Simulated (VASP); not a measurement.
Set up this calculation in VASP 6.6.1, as the native input.

```
Task                   : single point
Functional             : PBE
Potentials or basis    : VASP PAW PBE potentials, release 64 (Zr_sv)
Cutoff                 : 500 eV
k mesh                 : 21 × 21 × 12
Occupations            : gaussian, width 0.1 eV
Spin                   : no spin polarisation
Dipole correction      : no
Further INCAR settings : ALGO = Normal; EDIFF = 1e-06; NBANDS = 19
```

The structure of Zr lies in POSCAR:

```
Zr
1.0
    3.2316772414      0.0000000000      0.0000000000
   -1.6158386207      2.7987145879      0.0000000000
    0.0000000000      0.0000000000      5.1715036461
Zr
2
Direct
    0.3333333333      0.6666666667      0.2500000000
    0.6666666667      0.3333333333      0.7500000000
```

One way to write it, as run:

INCAR

```
PREC = Accurate
ENCUT = 500
EDIFF = 1E-6
ISMEAR = 0
SIGMA = 0.1
LREAL = F
LASPH = T
NELM = 120
ALGO = Normal
ISIF = 2
LWAVE = F
LCHARG = F
GGA = PE
NBANDS = 19
GGA_COMPAT = F
```

KPOINTS

```
Automatic mesh
0
Gamma
  21 21 12
```

Potentials or basis: VASP PAW PBE potentials, release 64 (Zr_sv).

Command:

```sh
$ cat potpaw_PBE.64/Zr_sv/POTCAR > POTCAR
$ mpirun -np 1 vasp_std > vasp.out
```

It gave:

| Quantity | Value |
| --- | --- |
| Pressure | 0.1 GPa |
| Band gap on the k mesh | zero (bands 12 and 13 overlap by 1.22 eV) |

Run time: 3.5 min on 1 thread of Oxide Virtual Turin-like Processor, with other jobs on the host, peak memory 0.3 GiB.
